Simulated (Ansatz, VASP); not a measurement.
One calculation of PbO, two programs

```
CELL_PARAMETERS angstrom
3.62178 0.01146 -0.08359
-1.80096 3.13095 0.02369
-0.14674 -0.03670 6.44487
ATOMIC_POSITIONS crystal
Pb 0.33924 0.66462 0.25244
Pb 0.65923 0.32998 0.75383
O 0.00545 0.00897 0.00133
O 0.99608 0.99642 0.49240
```

Change from the starting cell: all atoms moved at random (sigma 0.03 Å), cell strained at random (1 %).

Alike in both runs: task single point; functional PBE; k mesh 10 × 10 × 6; occupations gaussian, width 0.05 eV; no spin polarisation.

```csv
,VASP,Ansatz
version,VASP 6.6.1,Ansatz 0.2.0
potentials or method,"VASP PAW PBE potentials, release 64 (Pb_d, O), cutoff 520 eV","scalar-relativistic, plane waves, PAW"
valence electrons in the cell,40,40
```

|  | VASP | Ansatz | Ansatz less VASP |
| --- | --- | --- | --- |
| gap on the k mesh at the Fermi level (eV) | 0.15 | 0.15 | -0.001 |
| least direct gap on the mesh (eV) | 0.18 | 0.18 | -0.003 |
| pressure (GPa) | -1.3 | -1.2 | +0.04 |
| traceless stress, the component that is largest in VASP (GPa) | -0.99 | -0.98 | +0.010 |
| rms of the force components (eV/Å) | 0.097 | 0.097 | 0.0000 |

Atom by atom the forces differ by 0.001 eV/Å (rms over components). The functional is the same, so the differences come from potentials, cutoffs and numerics.

Neither program's run includes spin-orbit coupling.
